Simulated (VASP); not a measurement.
Here is a VASP 6.6.1 calculation.

File INCAR:

```
SYSTEM = NiSb2
PREC = Accurate ; ENCUT = 520
EDIFF = 1E-6 ; ISMEAR = 0
SIGMA = 0.1 ; LREAL = .FALSE.
LASPH = .TRUE. ; NELM = 100
ALGO = Normal ; ISIF = 2
LWAVE = .FALSE. ; LCHARG = .FALSE.
GGA = PS ; NBANDS = 29
```

File KPOINTS:

```
Automatic mesh
0
G
  8 6 10
  0 0 0
```

File POSCAR:

```
NiSb2
1.0
    5.1504399531      0.0000000000      0.0000000000
    0.0000000000      6.2752737717      0.0000000000
    0.0000000000      0.0000000000      3.8311616668
Ni Sb
2 4
Direct
    0.0000000000      0.0000000000      0.0000000000
    0.5000000000      0.5000000000      0.5000000000
    0.2207161714      0.3578192933      0.0000000000
    0.7792838286      0.6421807067      0.0000000000
    0.7207161714      0.1421807067      0.5000000000
    0.2792838286      0.8578192933      0.5000000000
```

Potentials or basis: VASP PAW PBE potentials, release 64 (Ni, Sb).

Run with:

```bash
$ cat potpaw_PBE.64/Ni/POTCAR potpaw_PBE.64/Sb/POTCAR > POTCAR
$ mpirun -np 1 vasp_std > vasp.out
```

Question: Estimate the pressure.

Answer: 0.0 GPa.

Question: Predict the band gap on the k mesh.

Answer: Zero (bands 20 and 21 overlap by 1.89 eV).

Question: Predict the largest force.

Answer: 0.025 eV/Å.

Stress tensor (GPa, compression positive):
```
 0.04  0.00  0.00
 0.00  0.09  0.00
 0.00  0.00 -0.06
```

Caveat: the PAW data sets were made with another functional, which shifts forces and pressure a little; spin-orbit coupling is left out, which moves the levels of the heavy elements. Spin polarisation is off, so any magnetic state and its effect on volume and gap are missing.
